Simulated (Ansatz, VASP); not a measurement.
**One calculation of Ca, two programs**

File INCAR:

```
PREC = Accurate
ENCUT = 520
EDIFF = 1E-7
ISMEAR = -5
SIGMA = 0.1
LREAL = F
LASPH = T
NELM = 100
ALGO = Normal
ISIF = 2
LWAVE = F
LCHARG = T
GGA = PE
LELF = T
LVHAR = T
NBANDS = 11
```

Contents of KPOINTS:

```
regular mesh
0
Gamma
  10 10 10
```

File POSCAR:

```
Ca
1.0
   -2.2400000000      2.2400000000      2.2400000000
    2.2400000000     -2.2400000000      2.2400000000
    2.2400000000      2.2400000000     -2.2400000000
Ca
1
Direct
    0.0000000000      0.0000000000      0.0000000000
```

Input for Ansatz:

```yaml
crystal:
  lattice:
    - [-2.24, 2.24, 2.24]
    - [2.24, -2.24, 2.24]
    - [2.24, 2.24, -2.24]
  atoms:
    - { symbol: Ca, position: [0.0, 0.0, 0.0] }
kpoints:
  mp_grid: { grid: [10, 10, 10] }
scf:
  occupations: { method: tetrahedron }
hamiltonian:
  xc: pbe
  pseudopotentials: { kind: all_electron, lapw: { basis_error: 0.00025 } }
output:
  forces: true
  stress: true
  eigenvalues: true
```

Alike in both runs: task single point; functional PBE; k mesh 10 × 10 × 10; occupations tetrahedron; no spin polarisation.

|  | VASP | Ansatz |
| --- | --- | --- |
| version | VASP 6.6.1 | Ansatz 0.2.0 |
| potentials or method | VASP PAW PBE potentials, release 64 (Ca_sv), cutoff 520 eV | all-electron LAPW, scalar-relativistic |

```tsv
	VASP	Ansatz	Ansatz less VASP
pressure (GPa)	-1.1	-1.1	-0.01
```

Ansatz ran all-electron here, and VASP with PAW potentials. Ansatz's warnings: band table not solved further, tetrahedron derivatives may miss energy slope.
